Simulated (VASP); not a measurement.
A run of VASP 6.6.1 is set up as follows.

File INCAR:

```
SYSTEM = Li2Se
PREC = Accurate ; ENCUT = 750
EDIFF = 1E-8 ; ISMEAR = 0
SIGMA = 0.01 ; LREAL = .FALSE.
LASPH = .TRUE. ; NELM = 120
ALGO = Normal ; ISIF = 2
LWAVE = .FALSE. ; LCHARG = .TRUE.
GGA = PS ; NBANDS = 13
IBRION = 8 ; NSW = 1
GGA_COMPAT = .FALSE.
```

KPOINTS

```
regular mesh
0
G
  8 8 8
  0 0 0
```

File POSCAR:

```
Li2Se
1.0
    2.9723716276      2.9723716276      0.0000000000
   -2.9723716276      2.9723716276      0.0000000000
    0.0000000000      2.9723716276      2.9723716276
Li Se
2 1
Direct
    0.2500000000      0.7500000000      0.5000000000
    0.7500000000      0.2500000000      0.5000000000
    0.0000000000      0.0000000000      0.0000000000
```

Potentials or basis: VASP PAW PBE potentials, release 64 (Li_sv, Se).

The run is started by

```bash
$ cat potpaw_PBE.64/Li_sv/POTCAR potpaw_PBE.64/Se/POTCAR > POTCAR
$ mpirun -np 1 vasp_std > vasp.out
```

**Question.** Predict the highest phonon frequency at Γ, LO-TO splitting left out.

**Answer.** 355 cm⁻¹.

Phonon frequencies in cm⁻¹ (negative: imaginary):
```tsv
q point	frequencies
(0.000, 0.000, 0.000)	0 0 0 286 286 286 355 355 355
```
